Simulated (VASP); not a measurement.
# SrO in VASP: settings compared

SrO is run at these levels: PBEsol, LDA, r2SCAN; tasks: single point.

Everything below comes from runs of VASP 6.6.1. Logs are shortened: lines on timing, memory, paths and dates and some standing lists are left out, and cuts for length are marked.

### 1 The cell of the first run

Symmetry: P-6m2, No. 187, hexagonal system. The conventional cell has a = 3.417 Å, b = 3.417 Å, c = 6.071 Å, α = 90.00°, β = 90.00°, γ = 120.00°. Sr (site symmetry -6m2) has 6 O at 2.46 Å and 12 Sr at 3.42 to 3.62 Å within 3.7 Å. Sr (site symmetry -6m2) has 6 O at 2.51 Å and 12 Sr at 3.42 to 3.62 Å within 3.7 Å. Within 3.5 Å of O (site symmetry 3m) lie 6 Sr at 2.46 to 2.51 Å and 8 O at 2.95 to 3.42 Å.

### 2 Single point, PBEsol (strained and its atoms moved)

Input file INCAR:

```
PREC     = Accurate       # precision mode
ENCUT    = 520            # plane-wave cutoff, eV
EDIFF    = 1E-7           # SCF threshold, eV
ISMEAR   = 0              # smearing method
SIGMA    = 0.02           # smearing width, eV
LREAL    = F              # projectors in reciprocal space
LASPH    = T              # aspherical terms in the spheres
NELM     = 100            # most SCF steps
ALGO     = Normal         # electronic algorithm
ISIF     = 2              # what is computed and relaxed
LWAVE    = F              # write WAVECAR
LCHARG   = T              # write CHGCAR
GGA      = PS             # functional
LELF     = T              # ELF
LVHAR    = T            
NBANDS   = 24             # bands
```

Input file KPOINTS:

```
Automatic mesh
0
Gamma
  9 9 6
```

Input file POSCAR:

```
SrO
1.0
    3.4166286303      0.0000000000      0.0000000000
   -1.7083143151      2.9588871891      0.0000000000
    0.0000000000      0.0000000000      6.0714460286
Sr O
2 2
Direct
    0.3333333300      0.6666666700      0.2500000000
    0.6666666700      0.3333333300      0.7500000000
    0.0000000000      0.0000000000      0.0068239235
    0.0000000000      0.0000000000      0.4931760765
```

Potentials or basis: VASP PAW PBE potentials, release 64 (Sr_sv, O).

Launch:

```sh
cat potpaw_PBE.64/Sr_sv/POTCAR potpaw_PBE.64/O/POTCAR > POTCAR
mpirun -np 1 vasp_std > vasp.out
```

OUTCAR:

```text
PREC = Accurate
   ENCUT = 520
   EDIFF = 1E-7
   ISMEAR = 0
   LREAL = F
   LASPH = T
   NELM = 100
   ISIF = 2
   GGA = PS

 ion  position               nearest neighbor table
   1  0.333  0.667  0.250-   3 2.46   4 2.46   3 2.46   4 2.46   3 2.46   4 2.46   2 3.62   2 3.62
                             2 3.62   2 3.62   2 3.62   2 3.62   2 4.98   2 4.98   2 4.98   2 4.98
   2  0.667  0.333  0.750-   3 2.51   4 2.51   3 2.51   4 2.51   3 2.51   4 2.51   1 3.62   1 3.62
                             1 3.62   1 3.62   1 3.62   1 3.62   1 4.98   1 4.98   1 4.98   1 4.98
   3  0.000  0.000  0.007-   1 2.46   1 2.46   1 2.46   2 2.51   2 2.51   2 2.51
   4  0.000  0.000  0.493-   1 2.46   1 2.46   1 2.46   2 2.51   2 2.51   2 2.51

  LATTYP: Found a hexagonal cell.
 ALAT       =     3.4166286303
 C/A-ratio  =     1.7770283767

  Lattice vectors:

 A1 = (   3.4166286303,   0.0000000000,   0.0000000000)
 A2 = (  -1.7083143151,   2.9588871891,   0.0000000000)
 A3 = (   0.0000000000,   0.0000000000,   6.0714460286)

Analysis of symmetry for initial positions (statically):
=====================================================================
 Subroutine PRICEL returns:
 Original cell was already a primitive cell.

 Routine SETGRP: Setting up the symmetry group for a
 hexagonal supercell.

 Subroutine GETGRP returns: Found 12 space group operations
 (whereof  6 operations were pure point group operations)
 out of a pool of 24 trial point group operations.

The static configuration has the point symmetry C_3v.
 The point group associated with its full space group is D_3h.

Analysis of symmetry for dynamics (positions and initial velocities):
=====================================================================
 Subroutine PRICEL returns:
 Original cell was already a primitive cell.

 Routine SETGRP: Setting up the symmetry group for a
 hexagonal supercell.

 Subroutine GETGRP returns: Found 12 space group operations
 (whereof  6 operations were pure point group operations)
 out of a pool of 24 trial point group operations.

The dynamic configuration has the point symmetry C_3v.
 The point group associated with its full space group is D_3h.

 Subroutine INISYM returns: Found 12 space group operations
 (whereof  6 operations are pure point group operations),
 and found     1 'primitive' translations

----------------------------------------------------------------------------------------

[... 95 lines left out ...]
   NELM   =    100;   NELMIN=  2; NELMDL= -5     # of ELM steps
   EDIFF  = 0.1E-06   stopping-criterion for ELM
   LREAL  =      F    real-space projection
   EDIFFG = 0.1E-05   stopping-criterion for IOM
   NSW    =      0    number of steps for IOM
   IBRION =     -1    ionic relax: 0-MD 1-quasi-New 2-CG
   NFREE  =      0    steps in history (QN), initial steepest desc. (CG)
   ISIF   =      2    stress and relaxation
   ISYM   =      2    0-nonsym 1-usesym 2-fastsym
   POTIM  = 0.5000    time-step for ionic-motion
   TEBEG  =    0.0;   TEEND  =   0.0 temperature during run
   PSTRESS=    0.0 pullay stress
   NELECT =      32.0000    total number of electrons
   NUPDOWN=      -1.0000    fix difference up-down
   EMIN   =  10.00;   EMAX   =-10.00  energy-range for DOS
   EFERMI =   0.00;   METHOD = LEGACY
   ISMEAR =     0;   SIGMA  =   0.02  broadening in eV -4-tet -1-fermi 0-gaus
   EFERMI_NEDOS =   21; number of points for ismear=-14 and -15
   IALGO  =     38    algorithm
   IMIX   =      4    mixing-type and parameters
     AMIX     =   0.40;   BMIX     =  1.00
     AMIX_MAG =   1.60;   BMIX_MAG =  1.00
  volume/ion in A,a.u.               =      15.34       103.55
  Fermi-wavevector in a.u.,A,eV,Ry     =   1.317605  2.489913 23.620859  1.736084
  Thomas-Fermi vector in A             =   2.447635
   LORBIT       =      0    0 simple, 1 ext, 2 COOP (PROOUT), +10 PAW based schemes
   GGA     = PS    functional components
   LHFCALC =     F    Hartree Fock is set to
   AEXX    =    0.0000 exact exchange contribution
   IVDW    =     0    specifies the selected vdW correction
   LEPSILON=     F    determine dielectric tensor
   LRPA    =     F    only Hartree local field effects (RPA)
 non-spin polarized calculation
 Gauss-broadening in eV      SIGMA  =   0.02
  energy-cutoff  :      520.00
  volume of cell :       61.38
 maximum number of plane-waves:      1678
 NGX is ok and might be reduce to    28
   NGX = 13   NGY = 13   NGZ = 23

 number of electron      31.9999995 magnetization

 Free energy of the ion-electron system (eV)
  ---------------------------------------------------
  ext. energy  EPLUGINS =         0.00000000
  ---------------------------------------------------
  free energy    TOTEN  =       -24.78876225 eV

  energy without entropy =      -24.78876225  energy(sigma->0) =      -24.78876225

 E-fermi :   2.7147     XC(G=0): -10.7708

 val. band max:        2.5609670370   @ k =   0.0000   0.0000   0.0000
 cond. band min:       5.5750704854   @ k =   0.4444   0.0000   0.0000
 fundamental gap:      3.0141034484
 Fermi energy:         2.7146841162

 k-point     1 :       0.0000    0.0000    0.0000
  band No.  band energies     occupation
      1     -30.1206      2.00000
      2     -29.7112      2.00000
      3     -14.8518      2.00000
      4     -13.0614      2.00000
      5     -11.6853      2.00000
      6     -11.6853      2.00000
[... 637 lines left out ...]
     23      12.5736      0.00000
     24      12.6579      0.00000

 [... further k-points ...]

------------------------ aborting loop because EDIFF is reached ----------------------------------------

  FORCE on cell =-STRESS in cart. coord.  units (eV):
  Direction    XX          YY          ZZ          XY          YZ          ZX
  --------------------------------------------------------------------------------------
  -------------------------------------------------------------------------------------
  Total        3.6003812      3.6003812      2.8375354      0.0000000      0.0000000      0.0000000
  in kB       93.9811485     93.9811485     74.0685004      0.0000000      0.0000000      0.0000000
  external PRESSURE =      87.3435991 kB  Pullay stress =       0.0000000 kB

 VOLUME and BASIS-vectors are now :
 -----------------------------------------------------------------------------
  energy-cutoff  :      520.00
  volume of cell :       61.38
      direct lattice vectors                 reciprocal lattice vectors
     3.416628630  0.000000000  0.000000000     0.292686185  0.168982448  0.000000000
    -1.708314315  2.958887189  0.000000000     0.000000000  0.337964896  0.000000000
     0.000000000  0.000000000  6.071446029     0.000000000  0.000000000  0.164705409

 POSITION                                       TOTAL-FORCE (eV/Angst)
 -----------------------------------------------------------------------------------
     -0.00000      1.97259      1.51786        -0.000000     -0.000000     -0.000000
      1.70831      0.98630      4.55358        -0.000000      0.000000     -0.000000
      0.00000      0.00000      0.04143         0.000000     -0.000000     -0.647392
      0.00000      0.00000      2.99429         0.000000     -0.000000      0.647392
 -----------------------------------------------------------------------------------
    total drift:                                0.000001     -0.000001      0.000001

  FREE ENERGIE OF THE ION-ELECTRON SYSTEM (eV)
  ---------------------------------------------------
  free  energy   TOTEN  =       -24.7887622472 eV

  energy  without entropy=      -24.7887622472  energy(sigma->0) =      -24.78876225
```

Wall time 60 s (1 thread of Intel Xeon Platinum 8375C at 2.90GHz (Ice Lake), shared host); peak memory 0.22 GiB.

Results:

* Free energy: -24.7888 eV
* Pressure: 8.7 GPa
* Largest force: 0.647 eV/Å
* Band gap on the k mesh: 3.01 eV (least direct gap 3.28 eV)

Forces on the atoms (eV/Å):
```
Sr   0.000  0.000  0.000
Sr   0.000  0.000  0.000
O    0.000  0.000 -0.647
O    0.000  0.000  0.647
```

Levels at points of the mesh, in eV from the valence-band top:
```csv
k point,band 14,band 15,band 16,band 17,band 18,band 19
"(0.00, 0.00, 0.00)",-0.87,-0.87,0.00,3.57,4.91,5.43
"(0.00, 0.00, 0.50)",-1.05,-1.01,-1.01,4.81,5.29,6.29
```

Caveat: the cell differs from its parent crystal (strained and its atoms moved); the cell stands under pressure; the PAW data sets were made with another functional, which shifts forces and pressure a little; an odd mesh through Γ misses points on the zone boundary, where band edges can lie.

### 3 Single point, LDA (strained)

Input file INCAR:

```
  PREC = Accurate
  ENCUT = 520
  EDIFF = 1E-6
  ISMEAR = 0
  SIGMA = 0.02
  LREAL = False
  LASPH = True
  NELM = 80
  ALGO = Normal
  ISIF = 2
  LWAVE = False
  LCHARG = False
  GGA = CA
  NBANDS = 24
```

Input file KPOINTS:

```
regular mesh
0
Gamma
  9 9 6
```

Input file POSCAR:

```
SrO
1.0
    3.4178012153      0.0000000000      0.0000000000
   -1.7089006077      2.9599026776      0.0000000000
    0.0000000000      0.0000000000      6.3532764180
Sr O
2 2
Direct
    0.3333333300      0.6666666700      0.2500000000
    0.6666666700      0.3333333300      0.7500000000
    0.0000000000      0.0000000000      0.0000000000
    0.0000000000      0.0000000000      0.5000000000
```

Potentials or basis: VASP PAW LDA potentials, release 64 (Sr_sv, O).

Launch:

```sh
cat potpaw_LDA.64/Sr_sv/POTCAR potpaw_LDA.64/O/POTCAR > POTCAR
mpirun -np 1 vasp_std > vasp.out
```

It took 52 s on 1 thread of Intel Xeon Platinum 8375C at 2.90GHz (Ice Lake), shared host; peak memory 0.2 GiB.

The run converged. Its results:

- Free energy: -26.3714 eV
- Pressure: -0.8 GPa
- Band gap on the k mesh: 3.07 eV (least direct gap 3.33 eV)

Stress tensor (GPa, compression positive):
```
 3.29  0.00  0.00
 0.00  3.29  0.00
 0.00  0.00 -8.90
```

Levels at points of the mesh, in eV from the valence-band top:
| k point | band 12 | band 13 | band 14 | band 15 | band 16 | band 17 | band 18 | band 19 | band 20 | band 21 |
| --- | --- | --- | --- | --- | --- | --- | --- | --- | --- | --- |
| (0.00, 0.00, 0.00) | -0.73 | -0.73 | -0.52 | -0.52 | 0.00 | 3.33 | 5.00 | 5.13 | 6.36 | 6.36 |
| (0.00, 0.00, 0.50) | -1.61 | -0.65 | -0.65 | -0.65 | -0.65 | 4.73 | 4.73 | 6.27 | 6.27 | 7.31 |

Caveat: the cell differs from its parent crystal (strained); an odd mesh through Γ misses points on the zone boundary, where band edges can lie.

### 4 Single point, r2SCAN, collinear spin, zero start

This run uses another cell than the first one, of 16.07 Å³/atom.

POSCAR is that of step 3.

Input file INCAR.step1:

```
PREC = Accurate
ENCUT = 520
ISMEAR = 0
SIGMA = 0.02
LREAL = F
LASPH = T
NELM = 150
ISPIN = 2
MAGMOM = 0 0 0 0
NBANDS = 28
GGA = PE
ALGO = Normal
EDIFF = 1E-4
LWAVE = T
LCHARG = F
```

Input file INCAR.step2:

```
PREC = Accurate
ENCUT = 520
EDIFF = 1E-7
ISMEAR = 0
SIGMA = 0.02
LREAL = F
LASPH = T
NELM = 150
ALGO = Normal
ISIF = 2
LWAVE = F
LCHARG = T
ISPIN = 2
MAGMOM = 0 0 0 0
LORBIT = 11
METAGGA = R2SCAN
LMIXTAU = T
LELF = T
LVHAR = T
NBANDS = 28
ISTART = 1
```

KPOINTS is that of step 3.

Potentials or basis: VASP PAW PBE potentials, release 64 (Sr_sv, O).

Launch:

```sh
cat potpaw_PBE.64/Sr_sv/POTCAR potpaw_PBE.64/O/POTCAR > POTCAR
cp INCAR.step1 INCAR
mpirun -np 1 vasp_std > vasp.out
cp INCAR.step2 INCAR
mpirun -np 1 vasp_std > vasp.out
```

Run time: 9.8 min. Hardware: 1 thread of Intel Xeon Platinum 8375C at 2.90GHz (Ice Lake), shared host; peak memory 0.31 GiB.

Results (log left out):

```yaml
Free_energy: -53.5939 eV
Pressure: 5.0 GPa
Band_gap_on_the_k_mesh: 3.70 eV (least direct gap 3.96 eV)
Net_moment: 0.00 μB per cell
Valence_electrons_inside_the_program's_atomic_spheres: Sr 8.20; O 5.03
```

Stress tensor (GPa, compression positive):
```
 8.85  0.00  0.00
 0.00  8.85  0.00
 0.00  0.00 -2.60
```

Levels at points of the mesh, in eV from the valence-band top:
Spin up:
```tsv
k point	band 12	band 13	band 14	band 15	band 16	band 17	band 18	band 19	band 20	band 21
(0.00, 0.00, 0.00)	-0.73	-0.73	-0.53	-0.53	0.00	4.14	5.72	5.74	7.00	7.00
(0.00, 0.00, 0.50)	-1.50	-0.65	-0.65	-0.65	-0.65	5.40	5.40	7.05	7.05	7.95
```
Spin down:
```
           k point  band 14  band 15  band 16  band 17  band 18  band 19
(0.00, 0.00, 0.00)    -0.53    -0.53     0.00     4.14     5.72     5.74
(0.00, 0.00, 0.50)    -0.65    -0.65    -0.65     5.40     5.40     7.05
```

Caveat: the cell stands under pressure; the PAW data sets were made with another functional, which shifts forces and pressure a little; an odd mesh through Γ misses points on the zone boundary, where band edges can lie.

### 5 The runs side by side

| level | potentials or basis | spin | cell | gap on the mesh (eV) | pressure (GPa) |
| --- | --- | --- | --- | --- | --- |
| PBEsol | VASP PAW PBE potentials, release 64 (Sr_sv, O) | off | a = 3.417, b = 3.417, c = 6.071 Å, angles 90.0, 90.0, 120.0°, 4 atoms, atomic positions A | 3.01 | 8.7 |
| LDA | VASP PAW LDA potentials, release 64 (Sr_sv, O) | off | a = 3.418, b = 3.418, c = 6.353 Å, angles 90.0, 90.0, 120.0°, 4 atoms, atomic positions B | 3.07 | -0.8 |
| r2SCAN | VASP PAW PBE potentials, release 64 (Sr_sv, O) | collinear, zero start | a = 3.418, b = 3.418, c = 6.353 Å, angles 90.0, 90.0, 120.0°, 4 atoms, atomic positions B | 3.70 | 5.0 |

Alike in all rows: task single point; k mesh 9 × 9 × 6; cutoff (eV) 520; smearing gaussian 0.02 eV.

Caveats: an odd mesh through Γ misses points on the zone boundary, where band edges can lie; the cell stands under pressure (at least some runs); the PAW data sets were made with another functional, which shifts forces and pressure a little (at least some runs).

Total energies depend on the potentials used, so only differences within one code and one set of settings carry meaning.
